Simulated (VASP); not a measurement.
# SrO in VASP: settings compared, part 2 of 2

VASP 6.6.1.

## Step 4: Single point, r2SCAN (strain -3.6%)

POSCAR

```
SrO
1.0
    0.0000000000      2.4877901705      2.4877901705
    2.4877901705      0.0000000000      2.4877901705
    2.4877901705      2.4877901705      0.0000000000
Sr O
1 1
Direct
    0.0000000000      0.0000000000      0.0000000000
    0.5000000000      0.5000000000      0.5000000000
```

INCAR.step1

```
SYSTEM = SrO
PREC     = Accurate       ! precision mode
ENCUT    = 520            ! plane-wave cutoff, eV
ISMEAR   = 0              ! smearing method
SIGMA    = 0.01           ! smearing width, eV
LREAL    = .FALSE.        ! projectors in reciprocal space
LASPH    = .TRUE.         ! aspherical terms in the spheres
NELM     = 60             ! most SCF steps
NBANDS   = 15             ! bands
GGA      = PE             ! functional
ALGO     = Normal         ! electronic algorithm
EDIFF    = 1E-4           ! SCF threshold, eV
LWAVE    = .TRUE.         ! write WAVECAR
LCHARG   = .FALSE.        ! write CHGCAR
```

INCAR.step2

```
SYSTEM = SrO
PREC     = Accurate       ! precision mode
ENCUT    = 520            ! plane-wave cutoff, eV
EDIFF    = 1E-7           ! SCF threshold, eV
ISMEAR   = 0              ! smearing method
SIGMA    = 0.01           ! smearing width, eV
LREAL    = .FALSE.        ! projectors in reciprocal space
LASPH    = .TRUE.         ! aspherical terms in the spheres
NELM     = 60             ! most SCF steps
ALGO     = Normal         ! electronic algorithm
ISIF     = 2              ! what is computed and relaxed
LWAVE    = .FALSE.        ! write WAVECAR
LCHARG   = .FALSE.        ! write CHGCAR
METAGGA  = R2SCAN         ! meta-GGA
LMIXTAU  = .TRUE.       
NBANDS   = 15             ! bands
ISTART   = 1
```

KPOINTS

```
Automatic mesh
0
G
  8 8 8
  0 0 0
```

Potentials or basis: VASP PAW PBE potentials, release 64 (Sr_sv, O).

Launch:

```
cat potpaw_PBE.64/Sr_sv/POTCAR potpaw_PBE.64/O/POTCAR > POTCAR
cp INCAR.step1 INCAR
mpirun -np 1 vasp_std > vasp.out
cp INCAR.step2 INCAR
mpirun -np 1 vasp_std > vasp.out
```

OUTCAR:

```text
SYSTEM = SrO
   PREC = Accurate
   ENCUT = 520
   EDIFF = 1E-7
   ISMEAR = 0
   LREAL = .FALSE.
   LASPH = .TRUE.
   NELM = 60
   ISIF = 2
   METAGGA = R2SCAN
   ISTART = 1

 ion  position               nearest neighbor table
   1  0.000  0.000  0.000-   2 2.49   2 2.49   2 2.49   2 2.49   2 2.49   2 2.49
   2  0.500  0.500  0.500-   1 2.49   1 2.49   1 2.49   1 2.49   1 2.49   1 2.49

  LATTYP: Found a face centered cubic cell.
 ALAT       =     4.9755803410

  Lattice vectors:

 A1 = (   0.0000000000,   2.4877901705,   2.4877901705)
 A2 = (   2.4877901705,   0.0000000000,   2.4877901705)
 A3 = (   2.4877901705,   2.4877901705,   0.0000000000)

Analysis of symmetry for initial positions (statically):
=====================================================================
 Subroutine PRICEL returns:
 Original cell was already a primitive cell.

 Routine SETGRP: Setting up the symmetry group for a
 face centered cubic supercell.

 Subroutine GETGRP returns: Found 48 space group operations
 (whereof 48 operations were pure point group operations)
 out of a pool of 48 trial point group operations.

The static configuration has the point symmetry O_h .

Analysis of symmetry for dynamics (positions and initial velocities):
[... 170 lines left out ...]
      2     -14.3151      2.00000
      3     -12.2090      2.00000
      4     -12.2090      2.00000
      5     -12.2090      2.00000
      6       1.8325      2.00000
      7       1.8325      2.00000
      8       1.8325      2.00000
      9       7.2804      0.00000
     10       8.8201      0.00000
     11       8.8201      0.00000
     12       8.8201      0.00000
     13      11.3760      0.00000
     14      11.3760      0.00000
[... 401 lines left out ...]
      2     -15.5498      2.00000
      3     -12.7266      2.00000
      4     -12.5263      2.00000
      5     -11.5161      2.00000
      6       0.1691      2.00000
      7       0.8884      2.00000
      8       1.0138      2.00000
      9       9.1165      0.00000
     10       9.5281      0.00000
     11      12.6074      0.00000
     12      12.7324      0.00000
     13      15.1466      0.00000
     14      16.5955      0.00000
     15      17.5359      0.00000

 [... further k-points ...]
[... 5 lines left out ...]
  --------------------------------------------------------------------------------------
  -------------------------------------------------------------------------------------
  Total        2.6733900      2.6733900      2.6733900      0.0000000     -0.0000000     -0.0000000
  in kB      139.0918459    139.0918459    139.0918459      0.0000000     -0.0000000     -0.0000000
  external PRESSURE =     139.0918459 kB  Pullay stress =       0.0000000 kB

 VOLUME and BASIS-vectors are now :
 -----------------------------------------------------------------------------
  energy-cutoff  :      520.00
  volume of cell :       30.79
      direct lattice vectors                 reciprocal lattice vectors
     0.000000000  2.487790170  2.487790170    -0.200981580  0.200981580  0.200981580
     2.487790170  0.000000000  2.487790170     0.200981580 -0.200981580  0.200981580
     2.487790170  2.487790170  0.000000000     0.200981580  0.200981580 -0.200981580

 POSITION                                       TOTAL-FORCE (eV/Angst)
 -----------------------------------------------------------------------------------
      0.00000      0.00000      0.00000        -0.000000     -0.000000     -0.000000
      2.48779      2.48779      2.48779         0.000000      0.000000      0.000000
 -----------------------------------------------------------------------------------
    total drift:                                0.000000      0.000000      0.000000

  FREE ENERGIE OF THE ION-ELECTRON SYSTEM (eV)
  ---------------------------------------------------
  free  energy   TOTEN  =       -26.9067790904 eV

  energy  without entropy=      -26.9067790904  energy(sigma->0) =      -26.90677909
```

OUTCAR.step1:

```text
SYSTEM = SrO
   PREC = Accurate
   ENCUT = 520
   ISMEAR = 0
   LREAL = .FALSE.
   LASPH = .TRUE.
[... 654 lines left out ...]
      0.00000      0.00000      0.00000         0.000000      0.000000      0.000000
      2.48779      2.48779      2.48779        -0.000000     -0.000000     -0.000000
 -----------------------------------------------------------------------------------
    total drift:                                0.000000      0.000000      0.000000

  FREE ENERGIE OF THE ION-ELECTRON SYSTEM (eV)
  ---------------------------------------------------
  free  energy   TOTEN  =       -11.8606178351 eV

  energy  without entropy=      -11.8606178351  energy(sigma->0) =      -11.86061784
```

OSZICAR.step1:

```text
N       E                     dE             d eps       ncg     rms          rms(c)
DAV:   1     0.687912870464E+02    0.68791E+02   -0.87072E+03   870   0.106E+03
DAV:   2    -0.112025911961E+02   -0.79994E+02   -0.73788E+02  1186   0.226E+02
DAV:   3    -0.140600648092E+02   -0.28575E+01   -0.28450E+01  1086   0.380E+01
DAV:   4    -0.141069308478E+02   -0.46866E-01   -0.46861E-01  1069   0.485E+00
DAV:   5    -0.141083290334E+02   -0.13982E-02   -0.13982E-02  1077   0.659E-01    0.201E+01
DAV:   6    -0.119773958834E+02    0.21309E+01   -0.63342E+00   891   0.204E+01    0.235E+01
DAV:   7    -0.118695357385E+02    0.10786E+00   -0.24096E-01  1102   0.454E+00    0.137E+01
DAV:   8    -0.118582743674E+02    0.11261E-01   -0.10231E-01  1164   0.315E+00    0.838E-01
DAV:   9    -0.118600220117E+02   -0.17476E-02   -0.48744E-03  1141   0.476E-01    0.226E-01
DAV:  10    -0.118605303642E+02   -0.50835E-03   -0.49588E-04   926   0.195E-01    0.490E-02
DAV:  11    -0.118606178351E+02   -0.87471E-04   -0.80272E-05   759   0.701E-02
   1 F= -.11860618E+02 E0= -.11860618E+02  d E =-.707599E-27
```

Run time: 75 s. Hardware: 1 thread of Intel Xeon Platinum 8375C at 2.90GHz (Ice Lake), shared host; peak memory 0.17 GiB.

Results:

- Free energy: -26.9068 eV
- Pressure: 13.9 GPa
- Band gap on the k mesh: 3.67 eV, indirect (the least direct gap lies 1.9 meV higher)

Caveat: the cell differs from its parent crystal (strain -3.6%); the PAW data sets were made with another functional, which shifts forces and pressure a little.

## Step 5: Single point, PBE (strain along [111] -2.9%)

INCAR

```
  ALGO = Normal
  EDIFF = 1E-6
  ENCUT = 520
  GGA = PE
  ISIF = 2
  ISMEAR = -1
  LASPH = True
  LCHARG = False
  LREAL = False
  LWAVE = False
  NBANDS = 15
  NELM = 60
  PREC = Accurate
  SIGMA = 0.02
```

KPOINTS

```
k-points
0
Gamma
  8 8 8
```

POSCAR

```
SrO
1.0
   -0.0502219040      2.5296704226      2.5296704226
    2.5296704226     -0.0502219040      2.5296704226
    2.5296704226      2.5296704226     -0.0502219040
Sr O
1 1
Direct
    0.0000000000      0.0000000000      0.0000000000
    0.5000000000      0.5000000000      0.5000000000
```

Launch:

```
cat potpaw_PBE.64/Sr_sv/POTCAR potpaw_PBE.64/O/POTCAR > POTCAR
mpirun -np 1 vasp_std > vasp.out
```

Run time: 35 s. Hardware: 1 thread of Intel Xeon Platinum 8375C at 2.90GHz (Ice Lake), shared host; peak memory 0.17 GiB.

It converged, with:

- Free energy: -12.0170 eV
- Pressure: 5.3 GPa
- Band gap on the k mesh: 3.21 eV, indirect (least direct gap 3.30 eV)

Stress tensor (GPa, compression positive):
```
5.33 1.00 1.00
1.00 5.33 1.00
1.00 1.00 5.33
```

Levels at points of the mesh, in eV from the valence-band top:
```csv
k point,band 6,band 7,band 8,band 9,band 10,band 11
"(0.00, 0.00, 0.00)",-0.06,-0.06,0.00,4.07,6.07,6.07
"(0.50, 0.00, 0.00)",-2.25,-1.25,-1.12,6.55,8.56,8.67
"(0.50, 0.50, 0.00)",-0.45,-0.14,-0.09,3.21,7.89,10.24
"(0.50, 0.50, 0.50)",-2.25,-1.31,-1.31,6.66,8.62,9.05
```

Caveat: the cell differs from its parent crystal (strain along [111] -2.9%).

## Step 6: Overview

```tsv
level	cell	k mesh	smearing	grid for exact exchange (PRECFOCK)	screening parameter	gap on the mesh (eV)	pressure (GPa)
HSE06	a = 3.578 Å, angles 61.3°, 2 atoms	6 × 6 × 6	gaussian 0.01 eV	Normal	0.2079 1/Å	4.69	3.1
PBE	a = 3.518 Å, angles 60.0°, 2 atoms	8 × 8 × 8	fermi-dirac 0.02 eV	-	-	3.18	15.6
r2SCAN	a = 3.518 Å, angles 60.0°, 2 atoms	8 × 8 × 8	gaussian 0.01 eV	-	-	3.67	13.9
PBE	a = 3.578 Å, angles 61.3°, 2 atoms	8 × 8 × 8	fermi-dirac 0.02 eV	-	-	3.21	5.3
```

Alike in all rows: task single point; potentials or basis VASP PAW PBE potentials, release 64 (Sr_sv, O); no spin polarisation; cutoff (eV) 520.

Caveats: the PAW data sets were made with another functional, which shifts forces and pressure a little (some runs).

Absolute energies hang on the potentials; compare differences alone.
